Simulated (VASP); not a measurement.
A run of VASP 6.6.1:

The input INCAR:

```
PREC = Accurate
ENCUT = 520
EDIFF = 1E-6
ISMEAR = 0
SIGMA = 0.15
LREAL = False
LASPH = True
NELM = 80
ALGO = Normal
ISIF = 2
LWAVE = False
LCHARG = False
GGA = PE
NBANDS = 14
```

Contents of KPOINTS:

```
regular mesh
0
Gamma
  18 18 10
```

File POSCAR:

```
Re
1.0
    2.8117293136      0.0000000000      0.0000000000
   -1.4058646568      2.4350290142      0.0000000000
    0.0000000000      0.0000000000      4.4842238099
Re
2
Direct
    0.3333333333      0.6666666667      0.2391620039
    0.6666666667      0.3333333333      0.7608379961
```

Potentials or basis: VASP PAW PBE potentials, release 64 (Re).

The run is started by

```console
$ cat potpaw_PBE.64/Re/POTCAR > POTCAR
$ mpirun -np 1 vasp_std > vasp.out
```

Hardware: 1 thread of Oxide Virtual Turin-like Processor, on a shared host.

How long does it take, and how much memory?

Wall time 2.9 min on 1 thread of Oxide Virtual Turin-like Processor, with other jobs on the host, peak memory 0.22 GiB. Counts: scf iterations 12, k points 330.
